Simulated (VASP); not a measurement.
Set up this calculation in VASP 6.6.1, as the native input.

```yaml
Task: single point
Functional: PBE
Potentials_or_basis: VASP PAW PBE potentials, release 64 (Mg, Sn_d, O)
Cutoff: 520 eV
k_mesh: 10 × 10 × 2
Occupations: gaussian, width 0.02 eV
Spin: no spin polarisation
Dipole_correction: no
Further_INCAR_settings: LREAL = Auto; ALGO = Normal; EDIFF = 1e-06; NBANDS = 58
```

The structure of Mg3SnO4 lies in POSCAR:

```
Mg3SnO4
1.0
    3.1044857522      0.0000000000      0.0000000000
    0.0000000000      3.1044857522      0.0000000000
    0.0000000000      0.0000000000     19.2660891562
Mg Sn O
6 2 8
Direct
    0.5000000000      0.0000000000      0.1626112390
    0.5000000000      0.0000000000      0.7303687509
    0.5000000000      0.0000000000      0.9459598399
    0.0000000000      0.5000000000      0.8373887610
    0.0000000000      0.5000000000      0.2696312491
    0.0000000000      0.5000000000      0.0540401601
    0.5000000000      0.0000000000      0.4094965083
    0.0000000000      0.5000000000      0.5905034917
    0.5000000000      0.0000000000      0.0541724446
    0.5000000000      0.0000000000      0.2722171272
    0.5000000000      0.0000000000      0.6263178710
    0.5000000000      0.0000000000      0.8379049736
    0.0000000000      0.5000000000      0.9458275554
    0.0000000000      0.5000000000      0.3736821290
    0.0000000000      0.5000000000      0.1620950264
    0.0000000000      0.5000000000      0.7277828728
```

The input as run:

INCAR

```
  PREC = Accurate
  ENCUT = 520
  EDIFF = 1E-6
  ISMEAR = 0
  SIGMA = 0.02
  LREAL = Auto
  LASPH = T
  NELM = 100
  ALGO = Normal
  ISIF = 2
  LWAVE = F
  LCHARG = F
  GGA = PE
  NBANDS = 58
```

KPOINTS

```
regular mesh
0
Gamma
  10 10 2
```

Potentials or basis: VASP PAW PBE potentials, release 64 (Mg, Sn_d, O).

The run is started by

```sh
$ cat potpaw_PBE.64/Mg/POTCAR potpaw_PBE.64/Sn_d/POTCAR potpaw_PBE.64/O/POTCAR > POTCAR
$ mpirun -np 1 vasp_std > vasp.out
```

Results of the run:

```
Pressure               : -0.4 GPa
Largest force          : 0.049 eV/Å
Band gap on the k mesh : 1.11 eV (least direct gap 1.65 eV)
```

Caveat: spin-orbit coupling is left out, which moves the levels of the heavy elements.

It took 4.7 min on 1 thread of Intel(R) Xeon(R) 6975P-C (Granite Rapids), on a shared host, peak memory 0.43 GiB.
